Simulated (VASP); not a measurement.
The system is Mg2O5.

```
Mg O
1.0
     3.10000    0.00000    0.00000
    -1.55000    2.68468    0.00000
     0.00000    0.00000    9.10000
Mg O
2 5
Direct
  0.66667 0.33333 0.88500
  0.33333 0.66667 0.11500
  0.33333 0.66667 0.77500
  0.33333 0.66667 0.62900
  0.66667 0.33333 0.22500
  0.66667 0.33333 0.37100
  0.00000 0.00000 0.00000
```

```yaml
Program: VASP 6.6.1
Task: relaxation of cell and atoms
Functional: PBE
Potentials_or_basis: VASP PAW PBE potentials, release 64 (Mg, O)
Cutoff: 600 eV
k_mesh: 6 × 6 × 2
Occupations: gaussian, width 0.2 eV
Spin: no spin polarisation
```

At the start: pressure 10.5 GPa; volume 10.82 Å³/atom.

How do energy, volume and symmetry change on relaxing?

Over 12 steps the energy falls by 81.2 meV/atom and the volume is 11.45 Å³/atom (+5.8 %); space group P-3m1 (No. 164, to 0.1 Å) before and after.

The path:
| step | energy change (eV) | largest force (eV/Å) | pressure (GPa) | volume (Å³) |
| --- | --- | --- | --- | --- |
| 1 | 0.0000 | 2.1224 | 10.45 | 75.73 |
| 2 | 0.6520 | 4.3734 | -8.19 | 83.62 |
| 3 | -0.2669 | 1.8931 | 1.66 | 78.18 |
| 4 | -0.2691 | 1.7355 | 2.16 | 78.00 |
| 5 | -0.5307 | 0.4548 | -0.88 | 81.78 |
| 6 | -0.5314 | 0.3781 | -0.99 | 81.99 |
| 7 | -0.5485 | 0.4109 | 0.12 | 81.25 |
| 8 | -0.5490 | 0.5080 | 0.35 | 81.11 |
| 9 | -0.5574 | 0.3485 | 0.17 | 80.90 |
| 10 | -0.5657 | 0.2131 | -0.25 | 80.39 |
| 11 | -0.5668 | 0.1710 | -0.20 | 80.33 |
| 12 | -0.5684 | 0.0718 | -0.04 | 80.15 |

Final structure:
```xyz
7
Lattice="3.0818 0.0000 0.0000 -1.5409 2.6689 0.0000 0.0000 0.0000 9.7450" Properties=species:S:1:pos:R:3 pbc="T T T"
Mg    1.5409    0.8896    8.5126
Mg    0.0000    1.7793    1.2324
O     0.0000    1.7793    7.4844
O     0.0000    1.7793    6.1139
O     1.5409    0.8896    2.2606
O     1.5409    0.8896    3.6311
O    -1.5409    2.6689    0.0000
```

Caveat: the k points lie up to 0.39 Å⁻¹ apart in the final cell, too coarse for converged energies and pressures of a metal; the relaxation stopped at a loose force limit of 0.08 eV/Å, so its end isn't a converged minimum.
